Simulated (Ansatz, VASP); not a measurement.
One calculation of YbC, two programs

```
Yb C
1.0
     3.02319    0.00000    0.00000
     0.00000    3.02319    0.00000
     0.00000    0.00000    3.02319
Yb C
1 1
Direct
  0.00000 0.00000 0.00000
  0.50000 0.50000 0.50000
```

Alike in both runs: task single point; functional PBE; k mesh 6 × 6 × 6; occupations gaussian, width 0.05 eV; collinear spin.

|  | VASP | Ansatz |
| --- | --- | --- |
| version | VASP 6.6.1 | Ansatz 0.2.0 |
| potentials or method | VASP PAW PBE potentials, release 64 (Yb, C), cutoff 520 eV | scalar-relativistic, plane waves, PAW |
| valence electrons in the cell | 28 | 28 |

|  | VASP | Ansatz | Ansatz less VASP |
| --- | --- | --- | --- |
| gap on the k mesh at the Fermi level (eV) | none | none | - |
| pressure (GPa) | 2.0 | 1.8 | -0.20 |
| net moment per atom (μB) | 0.04 | 0.04 | +0.002 |
| size of the moment on the site where the two differ most (μB) | 0.09 | 0.09 | +0.005 |

Site moments also hang on the region over which each program counts them. A gap of «none» marks a metal or a gap that the smearing closes. With one functional, cell and mesh, what is left measures potentials, basis and numerics. Ansatz's warnings: given moment on shells.

Spin-orbit coupling is off throughout.
